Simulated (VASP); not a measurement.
# AlN (Pm-3m) in VASP: further runs, part 2 of 2

VASP 6.6.1.

### Step 4. Single point, r2SCAN

File POSCAR:

```
AlN
1.0
    2.5854596279      0.0000000000      0.0000000000
    0.0000000000      2.5854596279      0.0000000000
    0.0000000000      0.0000000000      2.5854596279
Al N
1 1
Direct
    0.0000000000      0.0000000000      0.0000000000
    0.5000000000      0.5000000000      0.5000000000
```

File INCAR.step1:

```
PREC     = Accurate       # precision mode
ENCUT    = 520            # plane-wave cutoff, eV
ISMEAR   = -1             # smearing method
SIGMA    = 0.02           # smearing width, eV
LREAL    = False          # projectors in reciprocal space
LASPH    = True           # aspherical terms in the spheres
NELM     = 100            # most SCF steps
NBANDS   = 11             # bands
GGA      = PE             # functional
ALGO     = Normal         # electronic algorithm
EDIFF    = 1E-4           # SCF threshold, eV
LWAVE    = True           # write WAVECAR
LCHARG   = False          # write CHGCAR
```

File INCAR.step2:

```
PREC     = Accurate       # precision mode
ENCUT    = 520            # plane-wave cutoff, eV
EDIFF    = 1E-6           # SCF threshold, eV
ISMEAR   = -1             # smearing method
SIGMA    = 0.02           # smearing width, eV
LREAL    = False          # projectors in reciprocal space
LASPH    = True           # aspherical terms in the spheres
NELM     = 100            # most SCF steps
ALGO     = Normal         # electronic algorithm
ISIF     = 2              # what is computed and relaxed
LWAVE    = False          # write WAVECAR
LCHARG   = False          # write CHGCAR
METAGGA  = R2SCAN         # meta-GGA
LMIXTAU  = True         
NBANDS   = 11             # bands
ISTART   = 1
```

File KPOINTS:

```
Automatic mesh
0
Gamma
  6 6 6
```

Launch:

```
cat potpaw_PBE.64/Al/POTCAR potpaw_PBE.64/N/POTCAR > POTCAR
cp INCAR.step1 INCAR
mpirun -np 1 vasp_std > vasp.out
cp INCAR.step2 INCAR
mpirun -np 1 vasp_std > vasp.out
```

It took 31 s on 1 thread of Intel Xeon 6975P-C, shared host; peak memory 0.12 GiB.

It converged, with:

| Item | Value |
| --- | --- |
| Free energy | -15.4208 eV |
| Pressure | -1.1 GPa |
| Band gap on the k mesh | zero (band 4 reaches 11.40 eV, above the bottom of band 5 at 10.54 eV) |

Levels at points of the mesh, in eV from the Fermi level:
```
           k point  band 1  band 2  band 3  band 4  band 5  band 6  band 7  band 8  band 9
(0.00, 0.00, 0.00)  -19.82   -1.93   -1.93   -1.93    1.29    6.47    6.47   17.06   17.06
(0.50, 0.00, 0.00)  -17.08  -10.97   -0.82   -0.82    5.07    8.27   10.36   12.65   12.65
(0.50, 0.50, 0.00)  -14.92   -8.01   -8.01   -1.40    0.32   10.37   10.37   12.75   15.60
(0.50, 0.50, 0.50)  -13.01   -5.59   -5.59   -5.59    1.51    1.51    1.51    8.74   19.86
```

Caveat: the k points lie up to 0.41 Å⁻¹ apart; the PAW data sets were made with another functional, which shifts forces and pressure a little.

### Step 5. Single point, r2SCAN

POSCAR is that of step 4.

File INCAR.step1:

```
SYSTEM = AlN
ALGO = Normal
EDIFF = 1E-4
ENCUT = 520
GGA = PE
ISMEAR = 1
LASPH = .True.
LCHARG = .False.
LREAL = .False.
LWAVE = .True.
NBANDS = 11
NELM = 60
PREC = Accurate
SIGMA = 0.2
```

File INCAR.step2:

```
SYSTEM = AlN
ALGO = Normal
EDIFF = 1E-6
ENCUT = 520
ISIF = 2
ISMEAR = 1
ISTART = 1
LASPH = .True.
LCHARG = .False.
LMIXTAU = .True.
LREAL = .False.
LWAVE = .False.
METAGGA = R2SCAN
NBANDS = 11
NELM = 60
PREC = Accurate
SIGMA = 0.2
```

File KPOINTS:

```
k-points
0
Gamma
  6 6 6
  0 0 0
```

Launch:

```
cat potpaw_PBE.64/Al/POTCAR potpaw_PBE.64/N/POTCAR > POTCAR
cp INCAR.step1 INCAR
mpirun -np 1 vasp_std > vasp.out
cp INCAR.step2 INCAR
mpirun -np 1 vasp_std > vasp.out
```

Run time: 30 s. Hardware: 1 thread of Intel Xeon 6975P-C, shared host; peak memory 0.12 GiB.

Results (log left out):

```yaml
Free_energy: -15.4222 eV
Pressure: -1.1 GPa
Band_gap_on_the_k_mesh: zero (band 4 reaches 11.40 eV, above the bottom of band 5 at 10.54 eV)
```

Levels at points of the mesh, in eV from the Fermi level:
| k point | band 2 | band 3 | band 4 | band 5 | band 6 | band 7 |
| --- | --- | --- | --- | --- | --- | --- |
| (0.00, 0.00, 0.00) | -1.93 | -1.93 | -1.93 | 1.29 | 6.48 | 6.48 |
| (0.50, 0.00, 0.00) | -10.97 | -0.82 | -0.82 | 5.08 | 8.28 | 10.37 |
| (0.50, 0.50, 0.00) | -8.00 | -8.00 | -1.39 | 0.32 | 10.38 | 10.38 |
| (0.50, 0.50, 0.50) | -5.59 | -5.59 | -5.59 | 1.52 | 1.52 | 1.52 |

Caveat: the k points lie up to 0.41 Å⁻¹ apart; the PAW data sets were made with another functional, which shifts forces and pressure a little.

### Step 6. Single point, HSE06

POSCAR is that of step 5.

File INCAR.step1:

```
SYSTEM = AlN
PREC     = Accurate       ! precision mode
ENCUT    = 520            ! plane-wave cutoff, eV
EDIFF    = 1E-5           ! SCF threshold, eV
ISMEAR   = -1             ! smearing method
SIGMA    = 0.02           ! smearing width, eV
LREAL    = .False.        ! projectors in reciprocal space
LASPH    = .True.         ! aspherical terms in the spheres
NELM     = 60             ! most SCF steps
ALGO     = Normal         ! electronic algorithm
ISIF     = 2              ! what is computed and relaxed
LWAVE    = .True.         ! write WAVECAR
NBANDS   = 11             ! bands
GGA      = PE             ! functional
```

File INCAR.step2:

```
SYSTEM = AlN
PREC     = Accurate       ! precision mode
ENCUT    = 520            ! plane-wave cutoff, eV
EDIFF    = 1E-6           ! SCF threshold, eV
ISMEAR   = -1             ! smearing method
SIGMA    = 0.02           ! smearing width, eV
LREAL    = .False.        ! projectors in reciprocal space
LASPH    = .True.         ! aspherical terms in the spheres
NELM     = 60             ! most SCF steps
ALGO     = Normal         ! electronic algorithm
ISIF     = 2              ! what is computed and relaxed
LWAVE    = .False.        ! write WAVECAR
LCHARG   = .True.         ! write CHGCAR
GGA      = PE             ! functional
LHFCALC  = .True.         ! exact exchange
HFSCREEN = 0.2079         ! screening, 1/A
PRECFOCK = Normal       
LELF     = .True.         ! ELF
LVHAR    = .True.       
NBANDS   = 11             ! bands
ISTART   = 1
```

File KPOINTS:

```
Automatic mesh
0
Gamma
  4 4 4
  0 0 0
```

Potentials or basis: VASP PAW PBE potentials, release 64 (Al, N).

Launch:

```
cat potpaw_PBE.64/Al/POTCAR potpaw_PBE.64/N/POTCAR > POTCAR
cp INCAR.step1 INCAR
mpirun -np 1 vasp_std > vasp.out
cp INCAR.step2 INCAR
mpirun -np 1 vasp_std > vasp.out
```

Wall time 1.7 min (1 thread of Intel Xeon 6975P-C, shared host); peak memory 0.22 GiB.

Results (log left out):

| Property | Result |
| --- | --- |
| Free energy | -13.5787 eV |
| Pressure | -3.3 GPa |
| Band gap on the k mesh | 0.38 eV, indirect (least direct gap 1.74 eV) |

Levels at points of the mesh, in eV from the valence-band top:
```
           k point  band 1  band 2  band 3  band 4  band 5  band 6  band 7  band 8  band 9
(0.00, 0.00, 0.00)  -20.43   -1.83   -1.83   -1.83    2.08    7.43    7.43   17.91   17.91
(0.50, 0.00, 0.00)  -17.53  -11.36   -0.61   -0.61    5.98    9.33   11.50   13.43   13.43
(0.50, 0.50, 0.00)  -15.26   -8.14   -8.14   -0.96    0.78   11.47   11.47   13.72   16.70
(0.50, 0.50, 0.50)  -13.28   -5.53   -5.53   -5.53    2.32    2.32    2.32    9.17   21.06
```

Caveat: the k points lie up to 0.61 Å⁻¹ apart; the PAW data sets were made with another functional, which shifts forces and pressure a little. A k mesh can miss the band edges.

### Step 7. Overview

| level | potentials or basis | k mesh | smearing | grid for exact exchange (PRECFOCK) | screening parameter | gap on the mesh (eV) | pressure (GPa) |
| --- | --- | --- | --- | --- | --- | --- | --- |
| LDA | VASP PAW LDA potentials, release 64 (Al, N) | 6 × 6 × 6 | fermi-dirac 0.02 eV | - | - | none | -4.3 |
| r2SCAN | VASP PAW PBE potentials, release 64 (Al, N) | 6 × 6 × 6 | fermi-dirac 0.02 eV | - | - | none | -1.1 |
| r2SCAN | VASP PAW PBE potentials, release 64 (Al, N) | 6 × 6 × 6 | methfessel-paxton 0.2 eV | - | - | none | -1.1 |
| HSE06 | VASP PAW PBE potentials, release 64 (Al, N) | 4 × 4 × 4 | fermi-dirac 0.02 eV | Normal | 0.2079 1/Å | 0.38 | -3.3 |

Alike in all rows: task single point; no spin polarisation; cell as given; cutoff (eV) 520.

Caveats: all runs use coarse meshes; the PAW data sets were made with another functional, which shifts forces and pressure a little (some runs).

Absolute energies hang on the potentials; compare differences alone.
